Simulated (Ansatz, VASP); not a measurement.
**Cu: VASP beside Ansatz**

```
CELL_PARAMETERS angstrom
-1.44279 1.44279 1.37608
1.44279 -1.44279 1.37608
1.44279 1.44279 -1.37608
ATOMIC_POSITIONS crystal
Cu 0.00000 0.00000 0.00000
```

Alike in both runs: task single point; functional PBEsol; k mesh 14 × 14 × 14; occupations gaussian, width 0.1 eV; no spin polarisation.

```csv
,VASP,Ansatz
version,VASP 6.6.1,Ansatz 0.2.0
potentials or method,"VASP PAW PBE potentials, release 64 (Cu), cutoff 520 eV","scalar-relativistic, plane waves, PAW"
valence electrons in the cell,11,19
```

|  | VASP | Ansatz | Ansatz less VASP |
| --- | --- | --- | --- |
| gap on the k mesh at the Fermi level (eV) | none | none | - |
| pressure (GPa) | -0.5 | -1.5 | -0.94 |
| traceless stress, the component that is largest in VASP (GPa) | -0.39 | -0.36 | +0.034 |

VASP's potentials were made for PBE, not for PBEsol. A gap of «none» marks a metal or a gap that the smearing closes. VASP's potentials hold 11 valence electrons a cell and Ansatz's 19, so a difference there can come from the potentials and not from the codes.
